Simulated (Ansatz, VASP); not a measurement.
## One calculation of Na2S, two programs

```xyz
3
Lattice="-0.0163 3.2425 3.2425 3.2425 -0.0163 3.2425 3.2425 3.2425 -0.0163" Properties=species:S:1:pos:R:3 pbc="T T T"
Na    1.6172    1.6172    1.6172
Na    4.8516    4.8516    4.8516
S     0.0000    0.0000    0.0000
```

Change from the starting cell: equal xy, yz and zx engineering shears of -0.5 %.

Alike in both runs: task relaxation of the atoms; functional PBEsol; k mesh 6 × 6 × 6; no spin polarisation.

```csv
,VASP,Ansatz
version,VASP 6.6.1,Ansatz 0.2.0
potentials or method,"VASP PAW PBE potentials, release 64 (Na_pv, S), cutoff 450 eV","all-electron LAPW, scalar-relativistic"
occupations,"gaussian, width 0.01 eV",fixed
```

Ansatz gave:

- gap on the k mesh at the Fermi level, each at its own relaxed structure (eV): 2.42

What did VASP give for the same quantities?

gap on the k mesh at the Fermi level, each at its own relaxed structure (eV): 2.41.

VASP's potentials were made for PBE, not for PBEsol. Ansatz ran all-electron here, and VASP with PAW potentials.
